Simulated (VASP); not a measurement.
Crystal: C.

```
CELL_PARAMETERS angstrom
0.00000 1.76430 1.76430
1.76430 0.00000 1.76430
1.76430 1.76430 0.00000
ATOMIC_POSITIONS crystal
C 0.50000 0.50000 0.50000
C 0.75000 0.75000 0.75000
```

Base run:

* Program: VASP 6.6.1
* Functional: PBEsol
* Potentials or basis: VASP PAW PBE potentials, release 64 (C)
* Cutoff: 520 eV
* k mesh: 10 × 10 × 10
* Occupations: gaussian, width 0.01 eV
* Spin: no spin polarisation

Its results: band gap on the k mesh 4.11 eV, indirect (least direct gap 5.63 eV); pressure 11.2 GPa.

Q: The run is repeated on the same cell with these changes: potentials or basis from VASP PAW PBE potentials, release 64 (C) to VASP PAW PBE potentials, release 64 (C_h); cutoff from 520 eV to 910 eV; further incar settings from ALGO = Normal; EDIFF = 1e-07; NBANDS = 11 to ALGO = Normal; EDIFF = 1e-06; NBANDS = 11. What comes out?

A: Band gap on the k mesh 4.11 eV, indirect (least direct gap 5.63 eV); pressure 10.0 GPa.

Caveats: the PAW data sets were made with another functional, which shifts forces and pressure a little; the cutoff is under 1.25 times the usual one of these potentials, so pressure, stress and relaxed cells hold a basis-set (Pulay) error (some runs).

A k mesh can miss the band edges.
